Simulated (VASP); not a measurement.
Set up this calculation in VASP 6.6.1, as the native input.

```yaml
Task: single point
Functional: HSE06
Potentials_or_basis: VASP PAW PBE potentials, release 64 (Ge_d)
Cutoff: 410 eV
k_mesh: 3 × 3 × 3
Occupations: gaussian, width 0.01 eV
Spin: no spin polarisation
Dipole_correction: no
Grid_for_exact_exchange_PRECFOCK: Normal
Further_INCAR_settings: ALGO = Normal; EDIFF = 1e-06; NBANDS = 21
Share_of_exact_exchange: 0.25
Screening_parameter: 0.2079 1/Å
```

The system is Ge.

```
Ge
1.0
     0.00000    2.82891    2.82891
     2.82891    0.00000    2.82891
     2.82891    2.82891    0.00000
Ge
2
Direct
  0.50000 0.50000 0.50000
  0.75000 0.75000 0.75000
```

These files were run (other wordings do the same):

POSCAR

```
Ge
1.0
    0.0000000000      2.8289100000      2.8289100000
    2.8289100000      0.0000000000      2.8289100000
    2.8289100000      2.8289100000      0.0000000000
Ge
2
Direct
    0.5000000000      0.5000000000      0.5000000000
    0.7500000000      0.7500000000      0.7500000000
```

INCAR.step1

```
SYSTEM = Ge
  ALGO = Normal
  EDIFF = 1E-5
  ENCUT = 410
  GGA = PE
  GGA_COMPAT = .False.
  ISIF = 2
  ISMEAR = 0
  LASPH = .True.
  LCHARG = .False.
  LREAL = .False.
  LWAVE = .True.
  NBANDS = 21
  NELM = 120
  PREC = Accurate
  SIGMA = 0.01
```

INCAR.step2

```
SYSTEM = Ge
  ALGO = Normal
  EDIFF = 1E-6
  ENCUT = 410
  GGA = PE
  GGA_COMPAT = .False.
  HFSCREEN = 0.2079
  ISIF = 2
  ISMEAR = 0
  ISTART = 1
  LASPH = .True.
  LCHARG = .False.
  LHFCALC = .True.
  LREAL = .False.
  LWAVE = .False.
  NBANDS = 21
  NELM = 120
  PREC = Accurate
  PRECFOCK = Normal
  SIGMA = 0.01
```

KPOINTS

```
k-points
0
Gamma
  3 3 3
  0 0 0
```

Potentials or basis: VASP PAW PBE potentials, release 64 (Ge_d).

Command:

```console
$ cat potpaw_PBE.64/Ge_d/POTCAR > POTCAR
$ cp INCAR.step1 INCAR
$ mpirun -np 1 vasp_std > vasp.out
$ cp INCAR.step2 INCAR
$ mpirun -np 1 vasp_std > vasp.out
```

It gave:

```json
{
  "Pressure": "1.6 GPa",
  "Band gap on the k mesh": "1.10 eV"
}
```

Caveat: the k points lie up to 0.64 Å⁻¹ apart; the PAW data sets were made with another functional, which shifts forces and pressure a little; an odd mesh through Γ misses points on the zone boundary, where band edges can lie.

It took 5 min on 1 thread of Intel Xeon 8259CL, with other jobs on the host, peak memory 0.22 GiB.
